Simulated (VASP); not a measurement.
Here is a VASP 6.6.1 calculation.

File INCAR:

```
SYSTEM = Hf4Ge2W
ALGO = Normal
EDIFF = 1E-7
ENCUT = 520
GGA = PE
ISIF = 2
ISMEAR = 0
LASPH = .TRUE.
LCHARG = .FALSE.
LREAL = .FALSE.
LWAVE = .FALSE.
NBANDS = 50
NELM = 80
PREC = Accurate
SIGMA = 0.2
```

Contents of KPOINTS:

```
k-points
0
G
  4 4 3
  0 0 0
```

POSCAR

```
Hf4Ge2W
1.0
    5.8230046721     -0.0000000034      0.0000000000
   -2.9115023331      5.0428699741      0.0000000000
    0.0000000000      0.0000000000      4.9678842023
Hf Ge W
4 2 1
Direct
    0.5000000000      0.0000000000      0.0000000000
    0.0000000000      0.5000000000      0.0000000000
    0.5000000000      0.5000000000      0.0000000000
    0.0000000000      0.0000000000      0.5000000000
    0.3333333333      0.6666666667      0.5000000000
    0.6666666667      0.3333333333      0.5000000000
    0.0000000000      0.0000000000      0.0000000000
```

Potentials or basis: VASP PAW PBE potentials, release 64 (Hf_pv, Ge_d, W_sv).

Command:

```console
$ cat potpaw_PBE.64/Hf_pv/POTCAR potpaw_PBE.64/Ge_d/POTCAR potpaw_PBE.64/W_sv/POTCAR > POTCAR
$ mpirun -np 1 vasp_std > vasp.out
```

**Question.** What does it give for the pressure?

**Answer.** -0.1 GPa.

**Question.** Estimate the band gap on the k mesh.

**Answer.** Zero (band 41 reaches 5.50 eV, above the bottom of band 42 at 5.37 eV).

Stress tensor (GPa, compression positive):
```
-0.01  0.00  0.00
 0.00 -0.01  0.00
 0.00  0.00 -0.29
```

Caveat: the k points lie up to 0.42 Å⁻¹ apart; spin-orbit coupling is left out, which moves the levels of the heavy elements.
